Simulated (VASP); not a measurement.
# GaAs (F-43m) in VASP: settings compared, part 2 of 2

VASP 6.6.1. Earlier steps stand in the parts before.

## (3) Single point, PBE

Input file INCAR:

```
  PREC = Accurate
  ENCUT = 520
  EDIFF = 1E-6
  ISMEAR = 0
  SIGMA = 0.01
  LREAL = F
  LASPH = T
  NELM = 60
  ALGO = Normal
  ISIF = 2
  LWAVE = F
  LCHARG = F
  GGA = PE
  NBANDS = 16
```

Input file KPOINTS:

```
Automatic mesh
0
Gamma
  4 4 4
```

Input file POSCAR:

```
GaAs
1.0
    0.0000000000      2.8330850794      2.8330850794
    2.8330850794      0.0000000000      2.8330850794
    2.8330850794      2.8330850794      0.0000000000
Ga As
1 1
Direct
    0.0000000000      0.0000000000      0.0000000000
    0.2500000000      0.2500000000      0.2500000000
```

Potentials or basis: VASP PAW PBE potentials, release 64 (Ga_d, As).

Command:

```console
> cat potpaw_PBE.64/Ga_d/POTCAR potpaw_PBE.64/As/POTCAR > POTCAR
> mpirun -np 1 vasp_std > vasp.out
```

Run time: 5.9 s. Hardware: 1 thread of Intel Xeon Platinum 8488C (Sapphire Rapids), shared host; peak memory 0.16 GiB.

The run converged. Its results:

```
Free energy            : -8.0797 eV
Pressure               : 3.2 GPa
Band gap on the k mesh : 0.46 eV, direct
```

Levels at points of the mesh, in eV from the valence-band top:
```tsv
k point	band 7	band 8	band 9	band 10	band 11	band 12
(0.00, 0.00, 0.00)	0.00	0.00	0.00	0.46	3.69	3.69
(0.50, 0.00, 0.00)	-6.63	-1.14	-1.14	0.96	4.60	4.60
(0.50, 0.50, 0.00)	-6.82	-2.67	-2.67	1.45	1.64	10.09
```

Caveat: the k points lie up to 0.48 Å⁻¹ apart. PBE gaps usually lie below the measured ones, often by a third to a half.

## (4) Single point, LDA

This run uses another cell than the first one, of 21.98 Å³/atom, 0.967 times its volume.

Input file INCAR:

```
SYSTEM = GaAs
ALGO = Normal
EDIFF = 1E-6
ENCUT = 520
GGA = CA
ISIF = 2
ISMEAR = -1
LASPH = .True.
LCHARG = .False.
LREAL = .False.
LWAVE = .False.
NBANDS = 16
NELM = 80
PREC = Accurate
SIGMA = 0.02
```

Input file KPOINTS:

```
k-points
0
Gamma
  8 8 8
  0 0 0
```

Input file POSCAR:

```
GaAs
1.0
    0.0000000000      2.8013422690      2.8013422690
    2.8013422690      0.0000000000      2.8013422690
    2.8013422690      2.8013422690      0.0000000000
Ga As
1 1
Direct
    0.0000000000      0.0000000000      0.0000000000
    0.2500000000      0.2500000000      0.2500000000
```

Potentials or basis: VASP PAW LDA potentials, release 64 (Ga_d, As).

Command:

```console
> cat potpaw_LDA.64/Ga_d/POTCAR potpaw_LDA.64/As/POTCAR > POTCAR
> mpirun -np 1 vasp_std > vasp.out
```

OUTCAR:

```text
SYSTEM = GaAs
   EDIFF = 1E-6
   ENCUT = 520
   GGA = CA
   ISIF = 2
   ISMEAR = -1
   LASPH = .True.
   LREAL = .False.
   NELM = 80
   PREC = Accurate

 ion  position               nearest neighbor table
   1  0.000  0.000  0.000-   2 2.43   2 2.43   2 2.43   2 2.43
   2  0.250  0.250  0.250-   1 2.43   1 2.43   1 2.43   1 2.43

  LATTYP: Found a face centered cubic cell.
 ALAT       =     5.6026845380

  Lattice vectors:

 A1 = (   0.0000000000,   2.8013422690,   2.8013422690)
[... 642 lines left out ...]
------------------------ aborting loop because EDIFF is reached ----------------------------------------

  FORCE on cell =-STRESS in cart. coord.  units (eV):
  Direction    XX          YY          ZZ          XY          YZ          ZX
  --------------------------------------------------------------------------------------
  -------------------------------------------------------------------------------------
  Total        0.0873275      0.0873275      0.0873275      0.0000000      0.0000000     -0.0000000
  in kB        3.1822400      3.1822400      3.1822400      0.0000000      0.0000000     -0.0000000
  external PRESSURE =       3.1822400 kB  Pullay stress =       0.0000000 kB

 VOLUME and BASIS-vectors are now :
 -----------------------------------------------------------------------------
  energy-cutoff  :      520.00
  volume of cell :       43.97
      direct lattice vectors                 reciprocal lattice vectors
     0.000000000  2.801342269  2.801342269    -0.178485866  0.178485866  0.178485866
     2.801342269  0.000000000  2.801342269     0.178485866 -0.178485866  0.178485866
     2.801342269  2.801342269  0.000000000     0.178485866  0.178485866 -0.178485866

 POSITION                                       TOTAL-FORCE (eV/Angst)
 -----------------------------------------------------------------------------------
      0.00000      0.00000      0.00000        -0.000000     -0.000000     -0.000000
      1.40067      1.40067      1.40067         0.000000      0.000000      0.000000
 -----------------------------------------------------------------------------------
    total drift:                               -0.000000     -0.000000     -0.000000

  FREE ENERGIE OF THE ION-ELECTRON SYSTEM (eV)
  ---------------------------------------------------
  free  energy   TOTEN  =        -9.6368289327 eV

  energy  without entropy=       -9.6368289269  energy(sigma->0) =       -9.63682893
```

OSZICAR:

```text
N       E                     dE             d eps       ncg     rms          rms(c)
DAV:   1     0.840899236193E+02    0.84090E+02   -0.88668E+03   960   0.155E+03
DAV:   2    -0.313318963698E+01   -0.87223E+02   -0.83033E+02  1064   0.316E+02
DAV:   3    -0.977672374862E+01   -0.66435E+01   -0.66238E+01  1112   0.674E+01
DAV:   4    -0.987197077129E+01   -0.95247E-01   -0.95238E-01  1176   0.892E+00
DAV:   5    -0.987332591183E+01   -0.13551E-02   -0.13551E-02  1120   0.977E-01    0.308E+00
DAV:   6    -0.968311963268E+01    0.19021E+00   -0.21789E-01  1448   0.835E+00    0.181E+00
DAV:   7    -0.964005308924E+01    0.43067E-01   -0.65536E-02  1304   0.192E+00    0.523E-01
DAV:   8    -0.963685056483E+01    0.32025E-02   -0.91728E-03  1144   0.105E+00    0.112E-01
DAV:   9    -0.963681870454E+01    0.31860E-04   -0.68411E-04  1136   0.318E-01    0.406E-02
DAV:  10    -0.963682418749E+01   -0.54830E-05   -0.42354E-05  1440   0.719E-02    0.215E-02
DAV:  11    -0.963682907875E+01   -0.48913E-05   -0.70985E-06  1056   0.407E-02    0.283E-03
DAV:  12    -0.963682893270E+01    0.14605E-06   -0.50090E-07   736   0.111E-02
   1 F= -.96368289E+01 E0= -.96368289E+01  d E =-.575798E-08
```

stdout:

```text
POSCAR found type information on POSCAR GaAs
 POSCAR found :  2 types and       2 ions
 scaLAPACK will be used
 LDA part: xc-table for (Slater(with rela. corr.)+CA(PZ))
 , standard interpolation
 POSCAR, INCAR and KPOINTS ok, starting setup
 FFT: planning ... GRIDC
 FFT: planning ... GRID_SOFT
 FFT: planning ... GRID
 WAVECAR not read
 entering main loop
```

Run time: 14 s. Hardware: 1 thread of Intel Xeon Platinum 8488C (Sapphire Rapids), shared host; peak memory 0.15 GiB.

What came out:

| Property | Result |
| --- | --- |
| Free energy | -9.6368 eV |
| Pressure | 0.3 GPa |
| Band gap on the k mesh | 0.54 eV, direct |

A k mesh can miss the band edges. LDA gaps usually lie below the measured ones, often by a third to a half.
